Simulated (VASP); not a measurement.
BaS:

```
Ba S
1.0
     0.00000    3.19375    3.19375
     3.19375    0.00000    3.19375
     3.19375    3.19375    0.00000
Ba S
1 1
Cartesian
  0.0000 0.0000 0.0000
  3.1938 3.1938 3.1938
```

Base run:

```yaml
Program: VASP 6.6.1
Functional: HSE03
Potentials_or_basis: VASP PAW PBE potentials, release 64 (Ba_sv, S)
Cutoff: 520 eV
k_mesh: 6 × 6 × 6
Occupations: gaussian, width 0.02 eV
Spin: no spin polarisation
```

Its results: band gap on the k mesh 2.82 eV (least direct gap 2.97 eV); pressure 1.0 GPa.

Q: The run is repeated on the same cell with these changes: functional from HSE03 to PBE0. What comes out?

A: Band gap on the k mesh 3.71 eV (least direct gap 3.87 eV); pressure 1.0 GPa.

Caveats: the PAW data sets were made with another functional, which shifts forces and pressure a little; spin-orbit coupling is left out, which moves the levels of the heavy elements.
